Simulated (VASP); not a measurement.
# Sn (I4/mmm) in VASP: a series of runs

Runs on Sn. Level: PBE. Tasks: single point.

All numbers are computed with VASP 6.6.1; they aren't measurements. Logs are shortened: lines on timing, memory, paths and dates and some standing lists are left out, and cuts for length are marked.

### Step 1. The cell of the first run

Symmetry: I4/mmm, No. 139, tetragonal system. The conventional cell has a = 4.058 Å, b = 4.058 Å, c = 3.322 Å, α = 90.00°, β = 90.00°, γ = 90.00°. Sn (site symmetry 4/mmm) has 14 Sn at 3.32 to 4.06 Å within 4.4 Å.

### Step 2. Single point, PBE

The input, INCAR:

```
PREC = Accurate ; ENCUT = 520
EDIFF = 1E-6 ; ISMEAR = 0
SIGMA = 0.023 ; LREAL = False
LASPH = True ; NELM = 100
ALGO = Fast ; ISIF = 2
LWAVE = False ; LCHARG = False
GGA = PE ; NBANDS = 13
```

The input, KPOINTS:

```
regular mesh
0
Gamma
  10 10 10
```

The input, POSCAR:

```
Sn
1.0
   -2.0291894110      2.0291894110      1.6607599896
    2.0291894110     -2.0291894110      1.6607599896
    2.0291894110      2.0291894110     -1.6607599896
Sn
1
Direct
    0.0000000000      0.0000000000      0.0000000000
```

Potentials or basis: VASP PAW PBE potentials, release 64 (Sn_d).

Started as:

```bash
$ cat potpaw_PBE.64/Sn_d/POTCAR > POTCAR
$ mpirun -np 1 vasp_std > vasp.out
```

OUTCAR:

```text
PREC = Accurate
   ENCUT = 520
   EDIFF = 1E-6
   ISMEAR = 0
   LREAL = False
   LASPH = True
   NELM = 100
   ISIF = 2
   GGA = PE

 ion  position               nearest neighbor table
   1  0.000  0.000  0.000-

  LATTYP: Found a body centered tetragonal cell.
 ALAT       =     4.0583788220
 C/A-ratio  =     0.8184351745

  Lattice vectors:

 A1 = (  -2.0291894110,   2.0291894110,   1.6607599896)
 A2 = (   2.0291894110,  -2.0291894110,   1.6607599896)
 A3 = (   2.0291894110,   2.0291894110,  -1.6607599896)

Analysis of symmetry for initial positions (statically):
=====================================================================
 Subroutine PRICEL returns:
 Original cell was already a primitive cell.

 Routine SETGRP: Setting up the symmetry group for a
 body centered tetragonal supercell.

 Subroutine GETGRP returns: Found 16 space group operations
 (whereof 16 operations were pure point group operations)
 out of a pool of 16 trial point group operations.

The static configuration has the point symmetry D_4h.

Analysis of symmetry for dynamics (positions and initial velocities):
=====================================================================
 Subroutine PRICEL returns:
 Original cell was already a primitive cell.

 Routine SETGRP: Setting up the symmetry group for a
 body centered tetragonal supercell.

 Subroutine GETGRP returns: Found 16 space group operations
 (whereof 16 operations were pure point group operations)
 out of a pool of 16 trial point group operations.

The dynamic configuration has the point symmetry D_4h.

 Subroutine INISYM returns: Found 16 space group operations
 (whereof 16 operations are pure point group operations),
 and found     1 'primitive' translations

----------------------------------------------------------------------------------------

                                     Primitive cell

  volume of cell :      27.3534

  direct lattice vectors                    reciprocal lattice vectors
    -2.029189411  2.029189411  1.660759990     0.000000000  0.246403809  0.301066983
     2.029189411 -2.029189411  1.660759990     0.246403809  0.000000000  0.301066983
     2.029189411  2.029189411 -1.660759990     0.246403809  0.246403809  0.000000000

  length of vectors
     3.315621069  3.315621069  3.315621069     0.389045197  0.389045197  0.348467608

  position of ions in fractional coordinates (direct lattice)
     0.000000000  0.000000000  0.000000000

  ion indices of the primitive-cell ions
   primitive index   ion index
                 1           1

----------------------------------------------------------------------------------------

 KPOINTS: regular mesh

Automatic generation of k-mesh.
 Grid dimensions read from file:
 generate k-points for:   10   10   10

 Generating k-lattice:

  Cartesian coordinates                     Fractional coordinates (reciprocal lattice)
     0.000000000  0.024640381  0.030106698     0.100000000 -0.000000000  0.000000000
     0.024640381  0.000000000  0.030106698    -0.000000000  0.100000000  0.000000000
     0.024640381  0.024640381  0.000000000     0.000000000  0.000000000  0.100000000

  Length of vectors
     0.038904520  0.038904520  0.034846761

  Shift w.r.t. Gamma in fractional coordinates (k-lattice)
     0.000000000  0.000000000  0.000000000

 Subroutine IBZKPT returns following result:
 ===========================================

 Found    102 irreducible k-points:

 Following reciprocal coordinates:
            Coordinates               Weight
  0.000000  0.000000  0.000000      1.000000
  0.100000  0.000000  0.000000      8.000000
  0.200000  0.000000  0.000000      8.000000
  0.300000  0.000000  0.000000      8.000000
  0.400000  0.000000  0.000000      8.000000
  0.500000  0.000000  0.000000      4.000000
[... 16 lines left out ...]
  0.300000  0.300000  0.000000      8.000000
  0.400000  0.300000  0.000000     16.000000
 [... further k-points ...]
   k-points           NKPTS =    102   k-points in BZ     NKDIM =    102   number of bands    NBANDS=     13
   number of dos      NEDOS =    301   number of ions     NIONS =      1
   total plane-waves  NPLWV =  21952
   dimension x,y,z NGX =    28 NGY =   28 NGZ =   28
   dimension x,y,z NGXF=    56 NGYF=   56 NGZF=   56
   ions per type =               1
   NGX,Y,Z   is equivalent  to a cutoff of  14.04, 14.04, 14.04 a.u.
   NGXF,Y,Z  is equivalent  to a cutoff of  28.08, 28.08, 28.08 a.u.
 SYSTEM =  unknown system
   PREC   = accura    normal or accurate (medium, high low for compatibility)
   ISTART =      0    job   : 0-new  1-cont  2-samecut
   ICHARG =      2    charge: 1-file 2-atom 10-const
   ISPIN  =      1    spin polarized calculation?
   LNONCOLLINEAR =      F non collinear calculations
   LSORBIT =      F    spin-orbit coupling
   LASPH  =      T    aspherical Exc in radial PAW
   ENCUT  =  520.0 eV  38.22 Ry    6.18 a.u.   6.16  6.16  6.16*2*pi/ulx,y,z
   NELM   =    100;   NELMIN=  2; NELMDL= -5     # of ELM steps
   EDIFF  = 0.1E-05   stopping-criterion for ELM
   LREAL  =      F    real-space projection
   EDIFFG = 0.1E-04   stopping-criterion for IOM
   NSW    =      0    number of steps for IOM
   IBRION =     -1    ionic relax: 0-MD 1-quasi-New 2-CG
   NFREE  =      0    steps in history (QN), initial steepest desc. (CG)
   ISIF   =      2    stress and relaxation
   ISYM   =      2    0-nonsym 1-usesym 2-fastsym
   POTIM  = 0.5000    time-step for ionic-motion
   TEBEG  =    0.0;   TEEND  =   0.0 temperature during run
   PSTRESS=    0.0 pullay stress
   NELECT =      14.0000    total number of electrons
   NUPDOWN=      -1.0000    fix difference up-down
   EMIN   =  10.00;   EMAX   =-10.00  energy-range for DOS
   EFERMI =   0.00;   METHOD = LEGACY
   ISMEAR =     0;   SIGMA  =   0.02  broadening in eV -4-tet -1-fermi 0-gaus
   EFERMI_NEDOS =   21; number of points for ismear=-14 and -15
   IALGO  =     68    algorithm
   IMIX   =      4    mixing-type and parameters
     AMIX     =   0.40;   BMIX     =  1.00
     AMIX_MAG =   1.60;   BMIX_MAG =  1.00
  volume/ion in A,a.u.               =      27.35       184.59
  Fermi-wavevector in a.u.,A,eV,Ry     =   1.309524  2.474642 23.331997  1.714853
  Thomas-Fermi vector in A             =   2.440117
   LORBIT       =      0    0 simple, 1 ext, 2 COOP (PROOUT), +10 PAW based schemes
   GGA     = PE    functional components
   LHFCALC =     F    Hartree Fock is set to
   AEXX    =    0.0000 exact exchange contribution
   IVDW    =     0    specifies the selected vdW correction
   LEPSILON=     F    determine dielectric tensor
   LRPA    =     F    only Hartree local field effects (RPA)
 non-spin polarized calculation
 RMM-DIIS sequential band-by-band and
 Gauss-broadening in eV      SIGMA  =   0.02
  energy-cutoff  :      520.00
  volume of cell :       27.35
 maximum number of plane-waves:       754
 NGX is ok and might be reduce to    28
   NGX = 13   NGY = 13   NGZ = 13

 number of electron      14.0000001 magnetization

 Free energy of the ion-electron system (eV)
  ---------------------------------------------------
  ext. energy  EPLUGINS =         0.00000000
  ---------------------------------------------------
  free energy    TOTEN  =        -3.77627319 eV

  energy without entropy =       -3.77580898  energy(sigma->0) =       -3.77604109

 E-fermi :   7.9148     XC(G=0): -10.3289

 val. band max:        7.9140303485   @ k =  -0.2000  -0.3000   0.2000
 cond. band min:       7.9245981739   @ k =  -0.3000  -0.4000   0.3000
 fundamental gap:      0.0105678254
 Fermi energy:         7.9147784091

 k-point     1 :       0.0000    0.0000    0.0000
  band No.  band energies     occupation
      1     -13.5867      2.00000
      2     -13.5114      2.00000
      3     -13.5114      2.00000
      4     -13.5091      2.00000
      5     -13.3953      2.00000
      6      -3.0598      2.00000
      7      14.7475      0.00000
      8      14.7475      0.00000
      9      17.3099      0.00000
     10      18.2355      0.00000
     11      19.3778      0.00000
     12      20.5153      0.00000
     13      20.5153      0.00000

 k-point     2 :       0.1000    0.0000    0.0000
  band No.  band energies     occupation
      1     -13.5775      2.00000
      2     -13.5125      2.00000
      3     -13.5077      2.00000
      4     -13.4961      2.00000
      5     -13.4005      2.00000
      6      -2.8225      2.00000
      7      14.0564      0.00000
      8      14.1425      0.00000
      9      15.7883      0.00000
     10      18.7180      0.00000
     11      18.9386      0.00000
     12      19.7034      0.00000
     13      20.3906      0.00000

 k-point     3 :       0.2000    0.0000    0.0000
  band No.  band energies     occupation
      1     -13.5741      2.00000
      2     -13.5181      2.00000
      3     -13.4767      2.00000
      4     -13.4614      2.00000
      5     -13.4129      2.00000
      6      -2.1087      2.00000
      7      11.9399      0.00000
      8      12.9037      0.00000
      9      13.8322      0.00000
     10      17.4104      0.00000
     11      17.4148      0.00000
     12      20.8913      0.00000
     13      21.5154      0.00000
[... 305 lines left out ...]
 k-point    23 :       0.3000    0.3000    0.0000
  band No.  band energies     occupation
      1     -13.5739      2.00000
      2     -13.4907      2.00000
      3     -13.4372      2.00000
      4     -13.4264      2.00000
      5     -13.3752      2.00000
      6       2.8616      2.00000
      7       4.9959      2.00000
      8       6.4826      2.00000
      9      11.7924      0.00000
     10      16.9795      0.00000
     11      18.3063      0.00000
     12      23.3925      0.00000
     13      23.8999      0.00000

 k-point    24 :       0.4000    0.3000    0.0000
  band No.  band energies     occupation
      1     -13.5590      2.00000
      2     -13.4790      2.00000
      3     -13.4534      2.00000
      4     -13.4236      2.00000
      5     -13.4024      2.00000
      6       1.9790      2.00000
      7       5.4076      2.00000
      8       6.8976      2.00000
      9      12.4236      0.00000
     10      17.1058      0.00000
     11      19.2262      0.00000
     12      23.9107      0.00000
     13      24.3313      0.00000

 [... further k-points ...]
[... 5 lines left out ...]
  --------------------------------------------------------------------------------------
  -------------------------------------------------------------------------------------
  Total        0.0580311      0.0580311      0.3056937      0.0000000      0.0000000      0.0000000
  in kB        3.3990620      3.3990620     17.9054402      0.0000000      0.0000000      0.0000000
  external PRESSURE =       8.2345214 kB  Pullay stress =       0.0000000 kB

 VOLUME and BASIS-vectors are now :
 -----------------------------------------------------------------------------
  energy-cutoff  :      520.00
  volume of cell :       27.35
      direct lattice vectors                 reciprocal lattice vectors
    -2.029189411  2.029189411  1.660759990     0.000000000  0.246403809  0.301066983
     2.029189411 -2.029189411  1.660759990     0.246403809  0.000000000  0.301066983
     2.029189411  2.029189411 -1.660759990     0.246403809  0.246403809  0.000000000

 POSITION                                       TOTAL-FORCE (eV/Angst)
 -----------------------------------------------------------------------------------
      0.00000      0.00000      0.00000         0.000000      0.000000      0.000000
 -----------------------------------------------------------------------------------
    total drift:                               -0.000000     -0.000000     -0.000000

  FREE ENERGIE OF THE ION-ELECTRON SYSTEM (eV)
  ---------------------------------------------------
  free  energy   TOTEN  =        -3.7762731935 eV

  energy  without entropy=       -3.7758089778  energy(sigma->0) =       -3.77604109
```

Run time: 32 s. Hardware: 1 thread of Intel Xeon Platinum 8559C (Emerald Rapids), shared host; peak memory 0.17 GiB.

Results:

| Quantity | Value |
| --- | --- |
| Free energy | -3.7763 eV |
| Pressure | 0.8 GPa |
| Band gap on the k mesh | zero (band 7 reaches 14.75 eV, above the bottom of band 8 at 5.95 eV) |

Stress tensor (GPa, compression positive):
```
0.34 0.00 0.00
0.00 0.34 0.00
0.00 0.00 1.79
```

Levels at points of the mesh, in eV from the Fermi level:
```tsv
k point	band 3	band 4	band 5	band 6	band 7	band 8	band 9	band 10	band 11	band 12
(0.00, 0.00, 0.00)	-21.43	-21.42	-21.31	-10.97	6.83	6.83	9.40	10.32	11.46	12.60
(0.50, 0.00, 0.00)	-21.35	-21.28	-21.26	-5.69	-4.09	3.14	4.40	7.25	7.44	13.76
(0.50, 0.50, 0.00)	-21.39	-21.35	-21.27	-7.21	-4.61	5.85	7.81	10.44	11.00	11.83
(0.50, 0.50, 0.50)	-21.28	-21.28	-21.25	-3.33	-1.50	-1.50	2.59	3.12	6.16	18.95
```

Caveat: spin-orbit coupling is left out, which moves the levels of the heavy elements.

### Step 3. Single point, PBE

The input, INCAR:

```
PREC = Accurate
ENCUT = 520
EDIFF = 1E-6
ISMEAR = 0
SIGMA = 0.024
LREAL = F
LASPH = T
NELM = 80
ALGO = Fast
ISIF = 2
LWAVE = F
LCHARG = F
GGA = PE
NBANDS = 13
```

KPOINTS is that of step 2.

POSCAR is that of step 2.

Potentials or basis: VASP PAW PBE potentials, release 64 (Sn_d).

Started as:

```bash
$ cat potpaw_PBE.64/Sn_d/POTCAR > POTCAR
$ mpirun -np 1 vasp_std > vasp.out
```

Run time: 27 s. Hardware: 1 thread of Intel Xeon Platinum 8559C (Emerald Rapids), shared host; peak memory 0.17 GiB.

Results (log left out):

```
Free energy            : -3.7763 eV
Pressure               : 0.8 GPa
Band gap on the k mesh : zero (band 7 reaches 14.75 eV, above the bottom of band 8 at 5.95 eV)
```

Stress tensor (GPa, compression positive):
```
0.34 0.00 0.00
0.00 0.34 0.00
0.00 0.00 1.79
```

Levels at points of the mesh, in eV from the Fermi level:
```tsv
k point	band 5	band 6	band 7	band 8	band 9	band 10
(0.00, 0.00, 0.00)	-21.31	-10.97	6.83	6.83	9.39	10.32
(0.50, 0.00, 0.00)	-21.26	-5.70	-4.09	3.14	4.40	7.25
(0.50, 0.50, 0.00)	-21.27	-7.21	-4.61	5.85	7.81	10.44
(0.50, 0.50, 0.50)	-21.25	-3.33	-1.50	-1.50	2.59	3.12
```

Caveat: spin-orbit coupling is left out, which moves the levels of the heavy elements.
